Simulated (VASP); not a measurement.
# CdTe (F-43m) in VASP: notebook

Runs on CdTe. Level: PBE0. Tasks: single point.

All numbers are computed with VASP 6.6.1; they aren't measurements. Logs are shortened: lines on timing, memory, paths and dates and some standing lists are left out, and cuts for length are marked.

**1. The cell of the first run**

The structure is cubic, space group F-43m (No. 216). The conventional cell has a = 6.410 Å, b = 6.410 Å, c = 6.410 Å, α = 90.00°, β = 90.00°, γ = 90.00°. Within 3.7 Å of Te (site symmetry -43m) lie 4 Cd at 2.78 Å. Within 3.7 Å of Cd (site symmetry -43m) lie 4 Te at 2.78 Å.

**2. Single point, PBE0**

File POSCAR:

```
CdTe
1.0
    0.0000000000      3.2050000000      3.2050000000
    3.2050000000      0.0000000000      3.2050000000
    3.2050000000      3.2050000000      0.0000000000
Te Cd
1 1
Direct
    0.7500000000      0.7500000000      0.7500000000
    0.0000000000      0.0000000000      0.0000000000
```

File INCAR.step1:

```
PREC = Accurate ; ENCUT = 520
EDIFF = 1E-5 ; ISMEAR = 0
SIGMA = 0.1 ; LREAL = False
LASPH = True ; NELM = 80
ALGO = Normal ; ISIF = 2
LWAVE = True ; LCHARG = False
NBANDS = 16 ; GGA = PE
```

File INCAR.step2:

```
PREC = Accurate ; ENCUT = 520
EDIFF = 1E-7 ; ISMEAR = 0
SIGMA = 0.1 ; LREAL = False
LASPH = True ; NELM = 80
ALGO = Normal ; ISIF = 2
LWAVE = False ; LCHARG = False
GGA = PE ; LHFCALC = True
AEXX = 0.25 ; PRECFOCK = Normal
NBANDS = 16 ; ISTART = 1
```

File KPOINTS:

```
regular mesh
0
Gamma
  4 4 4
```

Potentials or basis: VASP PAW PBE potentials, release 64 (Te, Cd).

Run with:

```bash
> cat potpaw_PBE.64/Te/POTCAR potpaw_PBE.64/Cd/POTCAR > POTCAR
> cp INCAR.step1 INCAR
> mpirun -np 1 vasp_std > vasp.out
> cp INCAR.step2 INCAR
> mpirun -np 1 vasp_std > vasp.out
```

OUTCAR:

```text
PREC = Accurate
   ENCUT = 520
   EDIFF = 1E-7
   ISMEAR = 0
   LREAL = False
   LASPH = True
   NELM = 80
   ISIF = 2
   GGA = PE
   LHFCALC = True
   AEXX = 0.25
   PRECFOCK = Normal
   ISTART = 1

 ion  position               nearest neighbor table
   1  0.750  0.750  0.750-   2 2.78   2 2.78   2 2.78   2 2.78
   2  0.000  0.000  0.000-   1 2.78   1 2.78   1 2.78   1 2.78

  LATTYP: Found a face centered cubic cell.
 ALAT       =     6.4100000000

  Lattice vectors:

 A1 = (   0.0000000000,   3.2050000000,   3.2050000000)
 A2 = (   3.2050000000,   0.0000000000,   3.2050000000)
 A3 = (   3.2050000000,   3.2050000000,   0.0000000000)

Analysis of symmetry for initial positions (statically):
=====================================================================
 Subroutine PRICEL returns:
 Original cell was already a primitive cell.

 Routine SETGRP: Setting up the symmetry group for a
 face centered cubic supercell.

 Subroutine GETGRP returns: Found 24 space group operations
 (whereof 24 operations were pure point group operations)
 out of a pool of 48 trial point group operations.

The static configuration has the point symmetry T_d .

Analysis of symmetry for dynamics (positions and initial velocities):
=====================================================================
 Subroutine PRICEL returns:
 Original cell was already a primitive cell.

 Routine SETGRP: Setting up the symmetry group for a
 face centered cubic supercell.

 Subroutine GETGRP returns: Found 24 space group operations
 (whereof 24 operations were pure point group operations)
 out of a pool of 48 trial point group operations.

The dynamic configuration has the point symmetry T_d .

 Subroutine INISYM returns: Found 24 space group operations
 (whereof 24 operations are pure point group operations),
 and found     1 'primitive' translations

----------------------------------------------------------------------------------------

                                     Primitive cell

  volume of cell :      65.8437

  direct lattice vectors                    reciprocal lattice vectors
     0.000000000  3.205000000  3.205000000    -0.156006240  0.156006240  0.156006240
     3.205000000  0.000000000  3.205000000     0.156006240 -0.156006240  0.156006240
     3.205000000  3.205000000  0.000000000     0.156006240  0.156006240 -0.156006240

  length of vectors
     4.532554467  4.532554467  4.532554467     0.270210734  0.270210734  0.270210734

  position of ions in fractional coordinates (direct lattice)
     0.750000000  0.750000000  0.750000000
     0.000000000  0.000000000  0.000000000

  ion indices of the primitive-cell ions
   primitive index   ion index
                 1           1
                 2           2

----------------------------------------------------------------------------------------

 KPOINTS: regular mesh

Automatic generation of k-mesh.
 Grid dimensions read from file:
 generate k-points for:    4    4    4

 Generating k-lattice:

  Cartesian coordinates                     Fractional coordinates (reciprocal lattice)
    -0.039001560  0.039001560  0.039001560     0.250000000  0.000000000  0.000000000
     0.039001560 -0.039001560  0.039001560     0.000000000  0.250000000  0.000000000
     0.039001560  0.039001560 -0.039001560     0.000000000  0.000000000  0.250000000

  Length of vectors
     0.067552684  0.067552684  0.067552684

  Shift w.r.t. Gamma in fractional coordinates (k-lattice)
     0.000000000  0.000000000  0.000000000

 Subroutine IBZKPT returns following result:
 ===========================================

 Found      8 irreducible k-points:

 Following reciprocal coordinates:
            Coordinates               Weight
  0.000000  0.000000  0.000000      1.000000
  0.250000  0.000000  0.000000      8.000000
  0.500000  0.000000  0.000000      4.000000
  0.250000  0.250000  0.000000      6.000000
  0.500000  0.250000  0.000000     24.000000
 -0.250000  0.250000  0.000000     12.000000
  0.500000  0.500000  0.000000      3.000000
 -0.250000  0.500000  0.250000      6.000000
   k-points           NKPTS =      8   k-points in BZ     NKDIM =     64   number of bands    NBANDS=     16
   number of dos      NEDOS =    301   number of ions     NIONS =      2
   total plane-waves  NPLWV =  46656
   dimension x,y,z NGX =    36 NGY =   36 NGZ =   36
   dimension x,y,z NGXF=    72 NGYF=   72 NGZF=   72
   ions per type =               1   1
   NGX,Y,Z   is equivalent  to a cutoff of  13.20, 13.20, 13.20 a.u.
   NGXF,Y,Z  is equivalent  to a cutoff of  26.41, 26.41, 26.41 a.u.
 SYSTEM =  unknown system
   PREC   = accura    normal or accurate (medium, high low for compatibility)
   ISTART =      1    job   : 0-new  1-cont  2-samecut
   ICHARG =      0    charge: 1-file 2-atom 10-const
   ISPIN  =      1    spin polarized calculation?
   LNONCOLLINEAR =      F non collinear calculations
   LSORBIT =      F    spin-orbit coupling
   LASPH  =      T    aspherical Exc in radial PAW
   ENCUT  =  520.0 eV  38.22 Ry    6.18 a.u.   8.43  8.43  8.43*2*pi/ulx,y,z
   NELM   =     80;   NELMIN=  2; NELMDL=  0     # of ELM steps
   EDIFF  = 0.1E-06   stopping-criterion for ELM
   LREAL  =      F    real-space projection
   EDIFFG = 0.1E-05   stopping-criterion for IOM
   NSW    =      0    number of steps for IOM
   IBRION =     -1    ionic relax: 0-MD 1-quasi-New 2-CG
   NFREE  =      0    steps in history (QN), initial steepest desc. (CG)
   ISIF   =      2    stress and relaxation
   ISYM   =      3    0-nonsym 1-usesym 2-fastsym
   POTIM  = 0.5000    time-step for ionic-motion
   TEBEG  =    0.0;   TEEND  =   0.0 temperature during run
   PSTRESS=    0.0 pullay stress
   NELECT =      18.0000    total number of electrons
   NUPDOWN=      -1.0000    fix difference up-down
   EMIN   =  10.00;   EMAX   =-10.00  energy-range for DOS
   EFERMI =   0.00;   METHOD = LEGACY
   ISMEAR =     0;   SIGMA  =   0.10  broadening in eV -4-tet -1-fermi 0-gaus
   EFERMI_NEDOS =   21; number of points for ismear=-14 and -15
   IALGO  =     38    algorithm
   IMIX   =      1    mixing-type and parameters
     AMIX     =   0.40;   BMIX     =  1.00
     AMIX_MAG =   1.60;   BMIX_MAG =  1.00
  volume/ion in A,a.u.               =      32.92       222.17
  Fermi-wavevector in a.u.,A,eV,Ry     =   1.062497  2.007828 15.359610  1.128899
  Thomas-Fermi vector in A             =   2.197950
   LORBIT       =      0    0 simple, 1 ext, 2 COOP (PROOUT), +10 PAW based schemes
   GGA     = PE    functional components
   LHFCALC =     T    Hartree Fock is set to
   PRECFOCK=normal    Normal, Fast or Accurate (Low or Medium for compatibility)
   ENCUT4O =  -1.0   cutoff for four orbital integrals eV
   NKREDX  =     1    reduce k-point grid by
   NKREDY  =     1    reduce k-point grid by
   NKREDZ  =     1    reduce k-point grid by
   AEXX    =    0.2500 exact exchange contribution
   HFSCREEN=    0.0000 screening length (either q_TF or 0.3 A-1)
   HFSCREENC=   0.0000 screening length for correlation (either q_TF or 0.3 A-1)
   ENCUTFOCK=  -1.0 apply spherical cutoff to Coloumb kernel
   IVDW    =     0    specifies the selected vdW correction
   LEPSILON=     F    determine dielectric tensor
   LRPA    =     F    only Hartree local field effects (RPA)
 non-spin polarized calculation
 Gauss-broadening in eV      SIGMA  =   0.10
  energy-cutoff  :      520.00
  volume of cell :       65.84
 maximum number of plane-waves:      1807
 NGX is ok and might be reduce to    36
  NGX = 28; NGY = 28; NGZ = 28

 number of electron      17.9999995 magnetization

 Free energy of the ion-electron system (eV)
  ---------------------------------------------------
  ext. energy  EPLUGINS =         0.00000000
  ---------------------------------------------------
  free energy    TOTEN  =        -6.51657262 eV

  energy without entropy =       -6.51657262  energy(sigma->0) =       -6.51657262

 E-fermi :   2.2530     XC(G=0):  -6.9024

 val. band max:        1.7896591402   @ k =   0.0000   0.0000   0.0000
 cond. band min:       4.1495581114   @ k =   0.0000   0.0000   0.0000
 fundamental gap:      2.3598989712
 Fermi energy:         2.2530215003

 k-point     1 :       0.0000    0.0000    0.0000
  band No.  band energies     occupation
      1     -10.6140      2.00000
      2      -7.9740      2.00000
      3      -7.9740      2.00000
      4      -7.9740      2.00000
      5      -7.6836      2.00000
      6      -7.6836      2.00000
      7       1.7897      2.00000
      8       1.7897      2.00000
      9       1.7897      2.00000
     10       4.1496      0.00000
     11       7.9540      0.00000
     12       7.9540      0.00000
     13       7.9540      0.00000
     14      11.0715      0.00000
     15      12.9414      0.00000
     16      12.9414      0.00000

 k-point     2 :       0.2500    0.0000    0.0000
  band No.  band energies     occupation
      1     -10.3916      2.00000
      2      -7.9351      2.00000
      3      -7.9351      2.00000
      4      -7.7235      2.00000
      5      -7.6847      2.00000
      6      -7.6847      2.00000
      7      -1.2098      2.00000
      8       1.2979      2.00000
      9       1.2979      2.00000
     10       5.3565      0.00000
     11       8.5606      0.00000
     12       8.5606      0.00000
     13       8.8408      0.00000
     14      11.7589      0.00000
     15      11.9247      0.00000
     16      11.9247      0.00000

 k-point     3 :       0.5000    0.0000    0.0000
  band No.  band energies     occupation
      1     -10.1868      2.00000
      2      -7.9044      2.00000
      3      -7.9044      2.00000
      4      -7.6758      2.00000
      5      -7.6758      2.00000
      6      -7.2047      2.00000
      7      -3.2291      2.00000
      8       0.8944      2.00000
      9       0.8944      2.00000
     10       5.1486      0.00000
     11       8.5489      0.00000
     12       8.5489      0.00000
     13      10.4956      0.00000
     14      12.4302      0.00000
     15      14.0434      0.00000
     16      14.0434      0.00000

 k-point     4 :       0.2500    0.2500    0.0000
  band No.  band energies     occupation
      1     -10.3213      2.00000
      2      -7.8902      2.00000
      3      -7.8902      2.00000
      4      -7.7795      2.00000
      5      -7.6682      2.00000
      6      -7.6248      2.00000
      7      -1.0904      2.00000
      8       0.5399      2.00000
      9       0.5399      2.00000
     10       6.3144      0.00000
     11       6.5968      0.00000
     12      10.0561      0.00000
     13      10.0561      0.00000
     14      10.1963      0.00000
     15      13.5121      0.00000
     16      14.4801      0.00000

 k-point     5 :       0.5000    0.2500    0.0000
  band No.  band energies     occupation
      1     -10.1262      2.00000
      2      -7.8673      2.00000
      3      -7.8487      2.00000
      4      -7.7285      2.00000
      5      -7.6682      2.00000
      6      -7.1268      2.00000
      7      -2.7870      2.00000
      8      -0.5769      2.00000
      9       0.2002      2.00000
     10       6.2599      0.00000
     11       7.9656      0.00000
     12       9.5887      0.00000
     13      10.3004      0.00000
     14      12.8058      0.00000
     15      14.2599      0.00000
     16      14.6860      0.00000

 k-point     6 :      -0.2500    0.2500    0.0000
  band No.  band energies     occupation
      1     -10.1883      2.00000
      2      -7.8874      2.00000
      3      -7.8840      2.00000
      4      -7.6932      2.00000
      5      -7.6920      2.00000
      6      -7.2980      2.00000
      7      -2.3499      2.00000
      8      -0.6636      2.00000
      9       0.8635      2.00000
     10       6.5937      0.00000
     11       8.6184      0.00000
     12       9.0638      0.00000
     13       9.3485      0.00000
     14      11.4673      0.00000
     15      13.2998      0.00000
     16      14.8231      0.00000

 k-point     7 :       0.5000    0.5000    0.0000
  band No.  band energies     occupation
      1     -10.0661      2.00000
      2      -7.7969      2.00000
      3      -7.7969      2.00000
      4      -7.7946      2.00000
      5      -7.6526      2.00000
      6      -7.0049      2.00000
      7      -3.0551      2.00000
      8      -0.3652      2.00000
      9      -0.3652      2.00000
     10       5.6718      0.00000
     11       5.9558      0.00000
     12      12.7236      0.00000
     13      13.0977      0.00000
     14      13.0977      0.00000
     15      14.5040      0.00000
     16      15.3042      0.00000

 k-point     8 :      -0.2500    0.5000    0.2500
  band No.  band energies     occupation
      1     -10.0689      2.00000
      2      -7.8411      2.00000
      3      -7.8322      2.00000
      4      -7.7179      2.00000
      5      -7.6845      2.00000
      6      -6.9123      2.00000
      7      -2.8864      2.00000
      8      -0.9000      2.00000
      9      -0.7290      2.00000
     10       7.9283      0.00000
     11       7.9285      0.00000
     12       9.0286      0.00000
     13       9.6220      0.00000
     14      13.6489      0.00000
     15      14.9721      0.00000
     16      15.0562      0.00000

------------------------ aborting loop because EDIFF is reached ----------------------------------------

  FORCE on cell =-STRESS in cart. coord.  units (eV):
  Direction    XX          YY          ZZ          XY          YZ          ZX
  --------------------------------------------------------------------------------------
  -------------------------------------------------------------------------------------
  Total        1.3824526      1.3824526      1.3824526      0.0000000      0.0000000     -0.0000000
  in kB       33.6392836     33.6392836     33.6392836      0.0000000      0.0000000     -0.0000000
  external PRESSURE =      33.6392836 kB  Pullay stress =       0.0000000 kB

 VOLUME and BASIS-vectors are now :
 -----------------------------------------------------------------------------
  energy-cutoff  :      520.00
  volume of cell :       65.84
      direct lattice vectors                 reciprocal lattice vectors
     0.000000000  3.205000000  3.205000000    -0.156006240  0.156006240  0.156006240
     3.205000000  0.000000000  3.205000000     0.156006240 -0.156006240  0.156006240
     3.205000000  3.205000000  0.000000000     0.156006240  0.156006240 -0.156006240

 POSITION                                       TOTAL-FORCE (eV/Angst)
 -----------------------------------------------------------------------------------
      4.80750      4.80750      4.80750        -0.000000      0.000000      0.000000
      0.00000      0.00000      0.00000         0.000000     -0.000000     -0.000000
 -----------------------------------------------------------------------------------
    total drift:                                0.000001      0.000001      0.000001

  FREE ENERGIE OF THE ION-ELECTRON SYSTEM (eV)
  ---------------------------------------------------
  free  energy   TOTEN  =        -6.5165726202 eV

  energy  without entropy=       -6.5165726202  energy(sigma->0) =       -6.51657262
```

It took 11 min on 1 thread of AMD EPYC 9R45 (Zen 5), shared host; peak memory 0.19 GiB.

What came out:

```yaml
Free_energy: -6.5166 eV
Pressure: 3.4 GPa
Band_gap_on_the_k_mesh: 2.36 eV
```

Caveat: the k points lie up to 0.42 Å⁻¹ apart; the PAW data sets were made with another functional, which shifts forces and pressure a little; spin-orbit coupling is left out, which moves the levels of the heavy elements.

(Continued in part 2 of 2.)
